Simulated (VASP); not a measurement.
PbF2:

```
Pb F
1.0
     6.42689    0.00000    0.00000
     0.00000    3.89098    0.00000
     0.00000    0.00000    7.63574
Pb F
4 8
Direct
  0.75600 0.75000 0.10300
  0.24400 0.25000 0.89700
  0.74400 0.25000 0.60300
  0.25600 0.75000 0.39700
  0.14200 0.75000 0.08500
  0.85800 0.25000 0.91500
  0.35800 0.25000 0.58500
  0.64200 0.75000 0.41500
  0.55100 0.75000 0.81400
  0.44900 0.25000 0.18600
  0.94900 0.25000 0.31400
  0.05100 0.75000 0.68600
```

| Item | Value |
| --- | --- |
| Program | VASP 6.6.1 |
| Task | relaxation of cell and atoms |
| Functional | PBEsol |
| Potentials or basis | VASP PAW PBE potentials, release 64 (Pb_d, F) |
| Cutoff | 600 eV |
| k mesh | 4 × 6 × 4 |
| Occupations | gaussian, width 0.02 eV |
| Spin | no spin polarisation |

At the start: pressure -2.7 GPa; volume 15.91 Å³/atom.

Q: Where does the relaxation end?

A: Over 30 steps the energy falls by 31.6 meV/atom and the volume is 15.72 Å³/atom (-1.2 %); space group Pnma (No. 62, to 0.05 Å).

Step by step:
| step | energy change (eV) | largest force (eV/Å) | pressure (GPa) | volume (Å³) |
| --- | --- | --- | --- | --- |
| 1 | 0.0000 | 0.4382 | -2.69 | 190.95 |
| 2 | -0.0998 | 0.3795 | 0.45 | 183.65 |
| 3 | -0.1013 | 0.3698 | 0.94 | 182.66 |
| 4 | -0.1524 | 0.2842 | 0.82 | 182.78 |
| 5 | -0.2464 | 0.2131 | 0.67 | 183.16 |
| 6 | -0.1716 | 0.4073 | 1.18 | 183.92 |
| 7 | -0.2604 | 0.2285 | 0.71 | 183.38 |
| 8 | -0.2922 | 0.2323 | -0.96 | 187.09 |
| 9 | -0.2925 | 0.2326 | -1.12 | 187.46 |
| 10 | -0.3186 | 0.1794 | -0.68 | 186.72 |
| 11 | -0.3382 | 0.0925 | 0.18 | 185.35 |
| 12 | -0.3489 | 0.0805 | 0.17 | 185.65 |
| 13 | -0.3638 | 0.0610 | 0.18 | 186.52 |
| 14 | -0.3639 | 0.0668 | 0.19 | 186.59 |
| 15 | -0.3674 | 0.0507 | -0.27 | 187.76 |
| 16 | -0.3676 | 0.0520 | -0.42 | 188.15 |
| 17 | -0.3699 | 0.0442 | -0.31 | 188.03 |
| 18 | -0.3729 | 0.0531 | -0.04 | 187.74 |
| 19 | -0.3732 | 0.0669 | 0.07 | 187.62 |
| 20 | -0.3744 | 0.0578 | 0.06 | 187.74 |
| 21 | -0.3770 | 0.0312 | 0.01 | 188.11 |
| 22 | -0.3774 | 0.0404 | -0.08 | 188.85 |
| 23 | -0.3780 | 0.0327 | -0.05 | 188.54 |
| 24 | -0.3785 | 0.0227 | 0.08 | 188.33 |
| 25 | -0.3786 | 0.0182 | 0.18 | 188.15 |
| 26 | -0.3789 | 0.0158 | 0.13 | 188.29 |
| 27 | -0.3791 | 0.0121 | 0.05 | 188.50 |
| 28 | -0.3791 | 0.0107 | 0.01 | 188.60 |
| 29 | -0.3791 | 0.0089 | 0.00 | 188.61 |
| 30 | -0.3792 | 0.0042 | -0.03 | 188.63 |

Final structure:
```cif
data_structure
_symmetry_space_group_name_H-M 'P 1'
_symmetry_Int_Tables_number 1
_cell_length_a 6.3959
_cell_length_b 3.8567
_cell_length_c 7.6472
_cell_angle_alpha 90.000
_cell_angle_beta 90.000
_cell_angle_gamma 90.000
_cell_volume 188.63
loop_
_atom_site_label
_atom_site_type_symbol
_atom_site_fract_x
_atom_site_fract_y
_atom_site_fract_z
_atom_site_occupancy
Pb1 Pb 0.74390 0.75000 0.10519 1
Pb2 Pb 0.25610 0.25000 0.89481 1
Pb3 Pb 0.75610 0.25000 0.60519 1
Pb4 Pb 0.24390 0.75000 0.39481 1
F1 F 0.14079 0.75000 0.06712 1
F2 F 0.85921 0.25000 0.93288 1
F3 F 0.35921 0.25000 0.56712 1
F4 F 0.64079 0.75000 0.43288 1
F5 F 0.52398 0.75000 0.84732 1
F6 F 0.47602 0.25000 0.15268 1
F7 F 0.97602 0.25000 0.34732 1
F8 F 0.02398 0.75000 0.65268 1
```

Caveat: the PAW data sets were made with another functional, which shifts forces and pressure a little.
